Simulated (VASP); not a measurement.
Here is a VASP 6.6.1 calculation.

The input POSCAR:

```
SiC
1.0
    3.0760000000      0.0000000000      0.0000000000
   -1.5380000000      2.6638941420      0.0000000000
    0.0000000000      0.0000000000      5.0480000000
Si C
2 2
Direct
    0.6666666667      0.3333333333      0.5000000000
    0.3333333333      0.6666666667      0.0000000000
    0.6666666667      0.3333333333      0.8850000000
    0.3333333333      0.6666666667      0.3850000000
```

File INCAR.step1:

```
  ALGO = Normal
  EDIFF = 1E-5
  ENCUT = 520
  GGA = PE
  ISIF = 2
  ISMEAR = -1
  LASPH = True
  LCHARG = False
  LREAL = False
  LWAVE = True
  NBANDS = 16
  NELM = 100
  PREC = Accurate
  SIGMA = 0.05
```

File INCAR.step2:

```
  AEXX = 0.25
  ALGO = Normal
  EDIFF = 1E-7
  ENCUT = 520
  GGA = PE
  HFSCREEN = 0.2
  ISIF = 2
  ISMEAR = -1
  ISTART = 1
  LASPH = True
  LCHARG = False
  LHFCALC = True
  LREAL = False
  LWAVE = False
  NBANDS = 16
  NELM = 100
  PREC = Accurate
  PRECFOCK = Normal
  SIGMA = 0.05
```

KPOINTS

```
k-points
0
Gamma
  5 5 3
```

Potentials or basis: VASP PAW PBE potentials, release 64 (Si, C).

Run with:

```sh
$ cat potpaw_PBE.64/Si/POTCAR potpaw_PBE.64/C/POTCAR > POTCAR
$ cp INCAR.step1 INCAR
$ mpirun -np 1 vasp_std > vasp.out
$ cp INCAR.step2 INCAR
$ mpirun -np 1 vasp_std > vasp.out
```

Problem. What does it give for the pressure?

Solution. -1.4 GPa.

Problem. Predict the largest force.

Solution. 0.761 eV/Å.

Problem. What does it give for the band gap on the k mesh?

Solution. 3.78 eV (least direct gap 5.33 eV).

Stress tensor (GPa, compression positive):
```
 0.26  0.00  0.00
 0.00  0.26  0.00
 0.00  0.00 -4.68
```

Caveat: the k points lie up to 0.47 Å⁻¹ apart; the PAW data sets were made with another functional, which shifts forces and pressure a little; an odd mesh through Γ misses points on the zone boundary, where band edges can lie.
